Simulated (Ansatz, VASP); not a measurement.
# Zn2SeS in VASP and in Ansatz

Contents of INCAR:

```
SYSTEM = Zn2SeS
PREC = Accurate
ENCUT = 520
EDIFF = 1E-6
ISMEAR = 0
SIGMA = 0.05
LREAL = .False.
LASPH = .True.
NELM = 100
ALGO = Normal
ISIF = 2
LWAVE = .False.
LCHARG = .False.
GGA = CA
NBANDS = 26
```

KPOINTS

```
regular mesh
0
Gamma
  8 8 6
  0 0 0
```

Contents of POSCAR:

```
Zn2SeS
1.0
    3.8115548835      0.0000000000      0.0000000000
    0.0000000000      3.8115548835      0.0000000000
    0.0000000000      0.0000000000      5.5221151400
Zn Se S
2 1 1
Direct
    0.5000000000      0.0000000000      0.7630636300
    0.0000000000      0.5000000000      0.2369363700
    0.0000000000      0.0000000000      0.5000000000
    0.5000000000      0.5000000000      0.0000000000
```

Input for Ansatz:

```yaml
crystal:
  lattice:
    - [3.8115548835, 0.0, 0.0]
    - [0.0, 3.8115548835, 0.0]
    - [0.0, 0.0, 5.52211514]
  atoms:
    - { symbol: Zn, position: [0.5, 0.0, 0.76306363] }
    - { symbol: Zn, position: [0.0, 0.5, 0.23693637] }
    - { symbol: Se, position: [0.0, 0.0, 0.5] }
    - { symbol: S, position: [0.5, 0.5, 0.0] }
basis:
  ecutwfc: 420
kpoints:
  mp_grid: { grid: [8, 8, 6] }
hamiltonian:
  xc: lda
scf:
  occupations: { method: gaussian, width: 0.05 }
output:
  forces: true
  stress: true
  eigenvalues: true
```

Change from the starting cell: strain -0.0250 x Voigt [1, 1, 0, 0, 0, 0], atoms carried along.

Alike in both runs: task single point; functional LDA; k mesh 8 × 8 × 6; occupations gaussian, width 0.05 eV; no spin polarisation.

|  | VASP | Ansatz |
| --- | --- | --- |
| version | VASP 6.6.1 | Ansatz 0.2.0 |
| potentials or method | VASP PAW LDA potentials, release 64 (Zn, Se, S), cutoff 520 eV | scalar-relativistic, plane waves, PAW |
| valence electrons in the cell | 36 | 46 |

|  | VASP | Ansatz | Ansatz less VASP |
| --- | --- | --- | --- |
| gap on the k mesh at the Fermi level (eV) | 1.57 | 1.54 | -0.033 |
| least direct gap on the mesh (eV) | 1.57 | 1.54 | -0.033 |
| pressure (GPa) | 0.2 | -0.1 | -0.34 |
| traceless stress, the component that is largest in VASP (GPa) | -0.70 | -0.71 | -0.012 |
| rms of the force components (eV/Å) | 0.005 | 0.001 | -0.0042 |

LDA's correlation is that of Perdew and Zunger in VASP and of Perdew and Wang (1992) in Ansatz. Atom by atom the forces differ by 0.004 eV/Å (rms over components). VASP's potentials hold 36 valence electrons a cell and Ansatz's 46, so a difference there can come from the potentials and not from the codes.
